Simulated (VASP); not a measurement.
Here is a VASP 6.6.1 calculation.

The input INCAR:

```
SYSTEM = SnO
ALGO = Normal
EDIFF = 1E-6
ENCUT = 520
GGA = PE
ISIF = 2
ISMEAR = -1
LASPH = .True.
LCHARG = .True.
LELF = .True.
LREAL = .False.
LVHAR = .True.
LWAVE = .False.
NBANDS = 17
NELM = 80
PREC = Accurate
SIGMA = 0.02
```

File KPOINTS:

```
k-points
0
Gamma
  8 8 8
  0 0 0
```

Contents of POSCAR:

```
SnO
1.0
    0.0000000000      2.8292719262      2.7082147278
    2.8292719262      0.0000000000      2.7082147278
    2.8292719262      2.8292719262      0.0000000000
Sn O
1 1
Direct
    0.0000000000      0.0000000000      0.0000000000
    0.2500000000      0.2500000000      0.2500000000
```

Potentials or basis: VASP PAW PBE potentials, release 64 (Sn_d, O).

Command:

```console
$ cat potpaw_PBE.64/Sn_d/POTCAR potpaw_PBE.64/O/POTCAR > POTCAR
$ mpirun -np 1 vasp_std > vasp.out
```

**Question.** Estimate the pressure.

**Answer.** -2.9 GPa.

**Question.** Estimate the band gap on the k mesh.

**Answer.** Zero (bands 10 and 11 overlap by 0.35 eV).

Stress tensor (GPa, compression positive):
```
-3.02  0.00  0.00
 0.00 -3.02  0.00
 0.00  0.00 -2.59
```

Caveat: the cell differs from its parent crystal (biaxial xy strain +4.5%); semilocal functionals underestimate gaps, so a narrow gap can read as zero; spin-orbit coupling is left out, which moves the levels of the heavy elements.
